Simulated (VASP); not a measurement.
# CsPbCl3 (Pm-3m) in VASP: notebook

Runs on CsPbCl3. Level: LDA. Tasks: single point.

Everything below comes from runs of VASP 6.6.1. Logs are shortened: lines on timing, memory, paths and dates and some standing lists are left out, and cuts for length are marked.

### 1 The cell of the first run

The structure is cubic, space group Pm-3m (No. 221). The conventional cell has a = 5.605 Å, b = 5.605 Å, c = 5.605 Å, α = 90.00°, β = 90.00°, γ = 90.00°. Within 5.2 Å of Cs (site symmetry m-3m) lie 12 Cl at 3.96 Å and 8 Pb at 4.85 Å. Pb (site symmetry m-3m) has 6 Cl at 2.80 Å within 3.7 Å. Cl (site symmetry 4/mmm) has 2 Pb at 2.80 Å within 3.7 Å.

### 2 Single point, LDA

Contents of INCAR:

```
PREC = Accurate
ENCUT = 520
EDIFF = 1E-6
ISMEAR = 0
SIGMA = 0.05
LREAL = F
LASPH = T
NELM = 80
ALGO = Normal
ISIF = 2
LWAVE = F
LCHARG = F
NBANDS = 30
```

Contents of KPOINTS:

```
Automatic mesh
0
Gamma
  6 6 6
```

Contents of POSCAR:

```
CsPbCl3
1.0
    5.6050000000      0.0000000000      0.0000000000
    0.0000000000      5.6050000000      0.0000000000
    0.0000000000      0.0000000000      5.6050000000
Cs Pb Cl
1 1 3
Direct
    0.0000000000      0.0000000000      0.0000000000
    0.5000000000      0.5000000000      0.5000000000
    0.0000000000      0.5000000000      0.5000000000
    0.5000000000      0.0000000000      0.5000000000
    0.5000000000      0.5000000000      0.0000000000
```

Potentials or basis: VASP PAW LDA potentials, release 64 (Cs_sv, Pb_d, Cl).

On the command line:

```
> cat potpaw_LDA.64/Cs_sv/POTCAR potpaw_LDA.64/Pb_d/POTCAR potpaw_LDA.64/Cl/POTCAR > POTCAR
> mpirun -np 1 vasp_std > vasp.out
```

OUTCAR:

```text
PREC = Accurate
   ENCUT = 520
   EDIFF = 1E-6
   ISMEAR = 0
   LREAL = F
   LASPH = T
   NELM = 80
   ISIF = 2

 ion  position               nearest neighbor table
   1  0.000  0.000  0.000-
   2  0.500  0.500  0.500-   3 2.80   4 2.80   5 2.80   5 2.80   4 2.80   3 2.80
   3  0.000  0.500  0.500-   2 2.80   2 2.80
   4  0.500  0.000  0.500-   2 2.80   2 2.80
   5  0.500  0.500  0.000-   2 2.80   2 2.80

  LATTYP: Found a simple cubic cell.
 ALAT       =     5.6050000000

  Lattice vectors:

 A1 = (   5.6050000000,   0.0000000000,   0.0000000000)
 A2 = (   0.0000000000,   5.6050000000,   0.0000000000)
 A3 = (   0.0000000000,   0.0000000000,   5.6050000000)

Analysis of symmetry for initial positions (statically):
=====================================================================
 Subroutine PRICEL returns:
 Original cell was already a primitive cell.

 Routine SETGRP: Setting up the symmetry group for a
 simple cubic supercell.

 Subroutine GETGRP returns: Found 48 space group operations
 (whereof 48 operations were pure point group operations)
 out of a pool of 48 trial point group operations.

The static configuration has the point symmetry O_h .

Analysis of symmetry for dynamics (positions and initial velocities):
=====================================================================
 Subroutine PRICEL returns:
 Original cell was already a primitive cell.

 Routine SETGRP: Setting up the symmetry group for a
 simple cubic supercell.

 Subroutine GETGRP returns: Found 48 space group operations
 (whereof 48 operations were pure point group operations)
 out of a pool of 48 trial point group operations.

The dynamic configuration has the point symmetry O_h .

 Subroutine INISYM returns: Found 48 space group operations
 (whereof 48 operations are pure point group operations),
 and found     1 'primitive' translations

----------------------------------------------------------------------------------------

                                     Primitive cell

  volume of cell :     176.0868

  direct lattice vectors                    reciprocal lattice vectors
     5.605000000  0.000000000  0.000000000     0.178412132  0.000000000  0.000000000
     0.000000000  5.605000000  0.000000000     0.000000000  0.178412132  0.000000000
     0.000000000  0.000000000  5.605000000     0.000000000  0.000000000  0.178412132

  length of vectors
     5.605000000  5.605000000  5.605000000     0.178412132  0.178412132  0.178412132

  position of ions in fractional coordinates (direct lattice)
     0.000000000  0.000000000  0.000000000
     0.500000000  0.500000000  0.500000000
     0.000000000  0.500000000  0.500000000
     0.500000000  0.000000000  0.500000000
     0.500000000  0.500000000  0.000000000

  ion indices of the primitive-cell ions
   primitive index   ion index
                 1           1
                 2           2
                 3           3
                 4           4
                 5           5

----------------------------------------------------------------------------------------

 KPOINTS: Automatic mesh

Automatic generation of k-mesh.
 Grid dimensions read from file:
 generate k-points for:    6    6    6

 Generating k-lattice:

  Cartesian coordinates                     Fractional coordinates (reciprocal lattice)
     0.029735355  0.000000000  0.000000000     0.166666667  0.000000000  0.000000000
     0.000000000  0.029735355  0.000000000     0.000000000  0.166666667  0.000000000
     0.000000000  0.000000000  0.029735355     0.000000000  0.000000000  0.166666667

  Length of vectors
     0.029735355  0.029735355  0.029735355

  Shift w.r.t. Gamma in fractional coordinates (k-lattice)
     0.000000000  0.000000000  0.000000000

 Subroutine IBZKPT returns following result:
 ===========================================

 Found     20 irreducible k-points:

 Following reciprocal coordinates:
            Coordinates               Weight
  0.000000  0.000000  0.000000      1.000000
  0.166667  0.000000  0.000000      6.000000
  0.333333  0.000000  0.000000      6.000000
  0.500000  0.000000  0.000000      3.000000
  0.166667  0.166667  0.000000     12.000000
  0.333333  0.166667  0.000000     24.000000
[... 12 lines left out ...]
  0.500000  0.500000  0.333333      6.000000
  0.500000  0.500000  0.500000      1.000000
   k-points           NKPTS =     20   k-points in BZ     NKDIM =     20   number of bands    NBANDS=     30
   number of dos      NEDOS =    301   number of ions     NIONS =      5
   total plane-waves  NPLWV =  74088
   dimension x,y,z NGX =    42 NGY =   42 NGZ =   42
   dimension x,y,z NGXF=    84 NGYF=   84 NGZF=   84
   ions per type =               1   1   3
   NGX,Y,Z   is equivalent  to a cutoff of  12.46, 12.46, 12.46 a.u.
   NGXF,Y,Z  is equivalent  to a cutoff of  24.91, 24.91, 24.91 a.u.
 SYSTEM =  unknown system
   PREC   = accura    normal or accurate (medium, high low for compatibility)
   ISTART =      0    job   : 0-new  1-cont  2-samecut
   ICHARG =      2    charge: 1-file 2-atom 10-const
   ISPIN  =      1    spin polarized calculation?
   LNONCOLLINEAR =      F non collinear calculations
   LSORBIT =      F    spin-orbit coupling
   LASPH  =      T    aspherical Exc in radial PAW
   ENCUT  =  520.0 eV  38.22 Ry    6.18 a.u.  10.42 10.42 10.42*2*pi/ulx,y,z
   NELM   =     80;   NELMIN=  2; NELMDL= -5     # of ELM steps
   EDIFF  = 0.1E-05   stopping-criterion for ELM
   LREAL  =      F    real-space projection
   EDIFFG = 0.1E-04   stopping-criterion for IOM
   NSW    =      0    number of steps for IOM
   IBRION =     -1    ionic relax: 0-MD 1-quasi-New 2-CG
   NFREE  =      0    steps in history (QN), initial steepest desc. (CG)
   ISIF   =      2    stress and relaxation
   ISYM   =      2    0-nonsym 1-usesym 2-fastsym
   POTIM  = 0.5000    time-step for ionic-motion
   TEBEG  =    0.0;   TEEND  =   0.0 temperature during run
   PSTRESS=    0.0 pullay stress
   NELECT =      44.0000    total number of electrons
   NUPDOWN=      -1.0000    fix difference up-down
   EMIN   =  10.00;   EMAX   =-10.00  energy-range for DOS
   EFERMI =   0.00;   METHOD = LEGACY
   ISMEAR =     0;   SIGMA  =   0.05  broadening in eV -4-tet -1-fermi 0-gaus
   EFERMI_NEDOS =   21; number of points for ismear=-14 and -15
   IALGO  =     38    algorithm
   IMIX   =      4    mixing-type and parameters
     AMIX     =   0.40;   BMIX     =  1.00
     AMIX_MAG =   1.60;   BMIX_MAG =  1.00
  volume/ion in A,a.u.               =      35.22       237.66
  Fermi-wavevector in a.u.,A,eV,Ry     =   1.031138  1.948568 14.466333  1.063245
  Thomas-Fermi vector in A             =   2.165271
   LORBIT       =      0    0 simple, 1 ext, 2 COOP (PROOUT), +10 PAW based schemes
   GGA     = CA    functional components
   LHFCALC =     F    Hartree Fock is set to
   AEXX    =    0.0000 exact exchange contribution
   IVDW    =     0    specifies the selected vdW correction
   LEPSILON=     F    determine dielectric tensor
   LRPA    =     F    only Hartree local field effects (RPA)
 non-spin polarized calculation
 Gauss-broadening in eV      SIGMA  =   0.05
  energy-cutoff  :      520.00
  volume of cell :      176.09
 maximum number of plane-waves:      4780
 NGX is ok and might be reduce to    42
   NGX = 21   NGY = 21   NGZ = 21

 number of electron      44.0000000 magnetization

 Free energy of the ion-electron system (eV)
  ---------------------------------------------------
  ext. energy  EPLUGINS =         0.00000000
  ---------------------------------------------------
  free energy    TOTEN  =       -19.40201028 eV

  energy without entropy =      -19.40201028  energy(sigma->0) =      -19.40201028

 E-fermi :   1.8574     XC(G=0):  -8.2816

 val. band max:        1.5731145851   @ k =   0.5000   0.5000   0.5000
 cond. band min:       3.2858829095   @ k =   0.5000   0.5000   0.5000
 fundamental gap:      1.7127683244
 Fermi energy:         1.8573839618

 k-point     1 :       0.0000    0.0000    0.0000
  band No.  band energies     occupation
      1     -19.7001      2.00000
      2     -15.2146      2.00000
      3     -15.2146      2.00000
      4     -14.9635      2.00000
      5     -14.9635      2.00000
      6     -14.9635      2.00000
[... 22 lines left out ...]
     29       7.5842      0.00000
     30       7.5842      0.00000

 k-point     2 :       0.1667    0.0000    0.0000
  band No.  band energies     occupation
      1     -19.6995      2.00000
      2     -15.2146      2.00000
      3     -15.1897      2.00000
      4     -14.9640      2.00000
      5     -14.9640      2.00000
      6     -14.9636      2.00000
[... 22 lines left out ...]
     29       6.8579      0.00000
     30       7.6106      0.00000

 k-point     3 :       0.3333    0.0000    0.0000
  band No.  band energies     occupation
      1     -19.6983      2.00000
      2     -15.2144      2.00000
      3     -15.1384      2.00000
      4     -14.9647      2.00000
      5     -14.9647      2.00000
      6     -14.9635      2.00000
[... 22 lines left out ...]
     29       6.9017      0.00000
     30       7.9298      0.00000

 k-point     4 :       0.5000    0.0000    0.0000
  band No.  band energies     occupation
      1     -19.6977      2.00000
      2     -15.2144      2.00000
      3     -15.1121      2.00000
      4     -14.9651      2.00000
      5     -14.9651      2.00000
      6     -14.9635      2.00000
[... 22 lines left out ...]
     29       7.1054      0.00000
     30       8.2477      0.00000

 k-point     5 :       0.1667    0.1667    0.0000
  band No.  band energies     occupation
      1     -19.6989      2.00000
      2     -15.2024      2.00000
      3     -15.1763      2.00000
      4     -14.9643      2.00000
      5     -14.9639      2.00000
      6     -14.9639      2.00000
[... 22 lines left out ...]
     29       6.8049      0.00000
     30       7.4354      0.00000
[... 394 lines left out ...]
     29       7.4322      0.00000
     30       7.7597      0.00000

 k-point    18 :       0.5000    0.3333    0.3333
  band No.  band energies     occupation
      1     -19.6949      2.00000
      2     -15.0907      2.00000
      3     -15.0595      2.00000
      4     -14.9663      2.00000
      5     -14.9663      2.00000
      6     -14.9659      2.00000
[... 22 lines left out ...]
     29       7.2480      0.00000
     30       7.6388      0.00000

 k-point    19 :       0.5000    0.5000    0.3333
  band No.  band energies     occupation
      1     -19.6945      2.00000
      2     -15.0755      2.00000
      3     -15.0425      2.00000
      4     -14.9667      2.00000
      5     -14.9663      2.00000
      6     -14.9663      2.00000
[... 22 lines left out ...]
     29       7.0591      0.00000
     30       7.8563      0.00000

 k-point    20 :       0.5000    0.5000    0.5000
  band No.  band energies     occupation
      1     -19.6940      2.00000
      2     -15.0424      2.00000
      3     -15.0424      2.00000
      4     -14.9667      2.00000
      5     -14.9667      2.00000
      6     -14.9667      2.00000
[... 22 lines left out ...]
     29       6.9494      0.00000
     30       8.2306      0.00000

------------------------ aborting loop because EDIFF is reached ----------------------------------------

  FORCE on cell =-STRESS in cart. coord.  units (eV):
  Direction    XX          YY          ZZ          XY          YZ          ZX
  --------------------------------------------------------------------------------------
  -------------------------------------------------------------------------------------
  Total       -1.3175221     -1.3175221     -1.3175221      0.0000000     -0.0000000      0.0000000
  in kB      -11.9878593    -11.9878593    -11.9878593      0.0000000     -0.0000000      0.0000000
  external PRESSURE =     -11.9878593 kB  Pullay stress =       0.0000000 kB

 VOLUME and BASIS-vectors are now :
 -----------------------------------------------------------------------------
  energy-cutoff  :      520.00
  volume of cell :      176.09
      direct lattice vectors                 reciprocal lattice vectors
     5.605000000  0.000000000  0.000000000     0.178412132  0.000000000  0.000000000
     0.000000000  5.605000000  0.000000000     0.000000000  0.178412132  0.000000000
     0.000000000  0.000000000  5.605000000     0.000000000  0.000000000  0.178412132

 POSITION                                       TOTAL-FORCE (eV/Angst)
 -----------------------------------------------------------------------------------
      0.00000      0.00000      0.00000         0.000000      0.000000      0.000000
      2.80250      2.80250      2.80250         0.000000      0.000000      0.000000
      0.00000      2.80250      2.80250         0.000000      0.000000      0.000000
      2.80250      0.00000      2.80250         0.000000      0.000000      0.000000
      2.80250      2.80250      0.00000         0.000000      0.000000      0.000000
 -----------------------------------------------------------------------------------
    total drift:                                0.000000     -0.000000     -0.000000

  FREE ENERGIE OF THE ION-ELECTRON SYSTEM (eV)
  ---------------------------------------------------
  free  energy   TOTEN  =       -19.4020102778 eV

  energy  without entropy=      -19.4020102778  energy(sigma->0) =      -19.40201028
```

Run time: 2.3 min. Hardware: 1 thread of Oxide Virtual Turin-like, shared host; peak memory 0.24 GiB.

What came out:

| Item | Value |
| --- | --- |
| Free energy | -19.4020 eV |
| Pressure | -1.2 GPa |
| Band gap on the k mesh | 1.71 eV, direct |

Levels at points of the mesh, in eV from the valence-band top:
```tsv
k point	band 20	band 21	band 22	band 23	band 24	band 25
(0.00, 0.00, 0.00)	-2.51	-2.51	-2.51	2.96	4.01	4.01
(0.50, 0.00, 0.00)	-2.63	-2.63	-1.69	2.85	4.38	4.96
(0.50, 0.50, 0.00)	-2.75	-2.19	-0.82	2.33	2.33	4.75
(0.50, 0.50, 0.50)	-2.18	-2.18	0.00	1.71	1.71	1.71
```

Caveat: spin-orbit coupling is left out, which moves the levels of the heavy elements. A k mesh can miss the band edges.

### 3 Single point, LDA

Contents of INCAR:

```
ALGO     = Normal         # electronic algorithm
EDIFF    = 1E-6           # SCF threshold, eV
ENCUT    = 520            # plane-wave cutoff, eV
GGA      = CA             # functional
ISIF     = 2              # what is computed and relaxed
ISMEAR   = 0              # smearing method
LASPH    = True           # aspherical terms in the spheres
LCHARG   = False          # write CHGCAR
LREAL    = False          # projectors in reciprocal space
LWAVE    = False          # write WAVECAR
NBANDS   = 30             # bands
NELM     = 80             # most SCF steps
PREC     = Accurate       # precision mode
SIGMA    = 0.05           # smearing width, eV
```

Contents of KPOINTS:

```
k-points
0
Gamma
  6 6 6
```

POSCAR is that of step 2.

Potentials or basis: VASP PAW LDA potentials, release 64 (Cs_sv, Pb_d, Cl).

On the command line:

```
> cat potpaw_LDA.64/Cs_sv/POTCAR potpaw_LDA.64/Pb_d/POTCAR potpaw_LDA.64/Cl/POTCAR > POTCAR
> mpirun -np 1 vasp_std > vasp.out
```

Run time: 2.6 min. Hardware: 1 thread of Oxide Virtual Turin-like, shared host; peak memory 0.24 GiB.

The run converged. Its results:

```yaml
Free_energy: -19.4020 eV
Pressure: -1.2 GPa
Band_gap_on_the_k_mesh: 1.71 eV, direct
```

Levels at points of the mesh, in eV from the valence-band top:
```
           k point  band 18  band 19  band 20  band 21  band 22  band 23  band 24  band 25  band 26  band 27
(0.00, 0.00, 0.00)    -2.63    -2.63    -2.51    -2.51    -2.51     2.96     4.01     4.01     4.97     4.97
(0.50, 0.00, 0.00)    -2.73    -2.73    -2.63    -2.63    -1.69     2.85     4.38     4.96     5.15     5.15
(0.50, 0.50, 0.00)    -2.83    -2.83    -2.75    -2.19    -0.82     2.33     2.33     4.75     5.16     5.48
(0.50, 0.50, 0.50)    -2.74    -2.18    -2.18    -2.18     0.00     1.71     1.71     1.71     4.77     5.38
```

Caveat: spin-orbit coupling is left out, which moves the levels of the heavy elements.
